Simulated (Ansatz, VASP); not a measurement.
## One calculation of Hf, two programs

Contents of INCAR:

```
SYSTEM = Hf
AGGAC    = 1.0          
AGGAX    = 1.0          
ALDAC    = 0.0          
ALDAX    = 1.0          
ALGO     = Normal         ! electronic algorithm
EDIFF    = 1E-6           ! SCF threshold, eV
ENCUT    = 500            ! plane-wave cutoff, eV
GGA      = B5             ! functional
GGA_COMPAT= .FALSE.      
ISIF     = 2              ! what is computed and relaxed
ISMEAR   = 1              ! smearing method
IVDW     = 12             ! dispersion correction
LASPH    = .TRUE.         ! aspherical terms in the spheres
LCHARG   = .FALSE.        ! write CHGCAR
LMAXMIX  = 4              ! l up to which the mixer works
LNONCOLLINEAR= .TRUE.         ! non-collinear magnetism
LORBIT   = 11             ! projections on sites
LORBMOM  = .TRUE.       
LREAL    = .FALSE.        ! projectors in reciprocal space
LSORBIT  = .TRUE.         ! spin-orbit coupling
LWAVE    = .FALSE.        ! write WAVECAR
MAGMOM   = 0 0 0 0 0 0    ! initial moments
NBANDS   = 32             ! bands
NELM     = 200            ! most SCF steps
PREC     = Accurate       ! precision mode
SIGMA    = 0.2            ! smearing width, eV
VDW_A1   = 0.4298       
VDW_A2   = 4.2359       
VDW_S6   = 1.0          
VDW_S8   = 2.6996
```

The input KPOINTS:

```
k-points
0
G
  7 7 4
  0 0 0
```

Contents of POSCAR:

```
Hf
1.0
    3.1967000000      0.0000000000      0.0000000000
   -1.5983500000      2.7684234083      0.0000000000
    0.0000000000      0.0000000000      5.0578000000
Hf
2
Direct
    0.6666666667      0.3333333333      0.7500000000
    0.3333333333      0.6666666667      0.2500000000
```

The input input.yaml:

```yaml
crystal:
  lattice:
    - [3.1967, 0.0, 0.0]
    - [-1.59835, 2.7684234083, 0.0]
    - [0.0, 0.0, 5.0578]
  atoms:
    - { symbol: Hf, position: [0.6666666667, 0.3333333333, 0.75] }
    - { symbol: Hf, position: [0.3333333333, 0.6666666667, 0.25] }
kpoints:
  mp_grid: { grid: [7, 7, 4] }
scf:
  occupations: { method: methfessel_paxton, width: 0.2 }
hamiltonian:
  xc: blyp
  dispersion: d3bj
  pseudopotentials: { kind: all_electron, lapw: { basis_error: 0.001 } }
magnetization:
  noncollinear: true
  spin_orbit: true
output:
  forces: true
  stress: true
  eigenvalues: true
```

Alike in both runs: task single point; functional BLYP; dispersion D3(BJ); k mesh 7 × 7 × 4; occupations methfessel-paxton of order 1, width 0.2 eV; non-collinear spin, spin-orbit coupling.

|  | VASP | Ansatz |
| --- | --- | --- |
| version | VASP 6.6.1 | Ansatz 0.2.0 |
| potentials or method | VASP PAW PBE potentials, release 64 (Hf_pv), cutoff 500 eV | all-electron LAPW, relativistic spinors |

VASP gave:

- pressure (GPa): -5.0
- traceless stress, the component that is largest in VASP (GPa): 0.33
- net moment per atom (μB): 0.00

Task: Which values does Ansatz return?

Result: Pressure (GPa): -4.9; traceless stress, the component that is largest in VASP (GPa): 0.66; net moment per atom (μB): 0.00.

VASP's potentials were made for PBE, not for BLYP. Ansatz ran all-electron here, and VASP with PAW potentials.

Noted on Ansatz's run: the k mesh is thin for a metal, which can move the energy by tens of meV per atom.
